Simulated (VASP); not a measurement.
Ca, 2 atoms in the cell. It takes space group P6_3/mmc (No. 194, hexagonal). Conventional cell: a = 3.892 Å, b = 3.892 Å, c = 6.403 Å, α = 90.00°, β = 90.00°, γ = 120.00°. Ca (site symmetry -6m2) has 12 Ca at 3.89 to 3.91 Å within 5.1 Å. This isn't the form of Ca at room conditions, which is fcc.

| Quantity | Value |
| --- | --- |
| Program | VASP 6.6.1 |
| Task | single point |
| Functional | PBEsol |
| Potentials or basis | VASP PAW PBE potentials, release 64 (Ca_sv) |
| Cutoff | 520 eV |
| k mesh | 12 × 12 × 8 |
| Occupations | gaussian, width 0.1 eV |
| Spin | no spin polarisation |
| Dipole correction | no |
| Further INCAR settings | ALGO = Normal; EDIFF = 1e-07; NBANDS = 17 |

Potentials or basis: VASP PAW PBE potentials, release 64 (Ca_sv).

Launch:

```sh
$ cat potpaw_PBE.64/Ca_sv/POTCAR > POTCAR
$ mpirun -np 1 vasp_std > vasp.out
```

Hardware: 1 thread of Intel(R) Xeon(R) 6975P-C (Granite Rapids), with other jobs on the host.

Question: Estimate the wall time of this run.

Answer: Run time: 100 s on 1 thread of Intel(R) Xeon(R) 6975P-C (Granite Rapids), on a shared host, peak memory 0.26 GiB. Counts: scf iterations 12, k points 95.
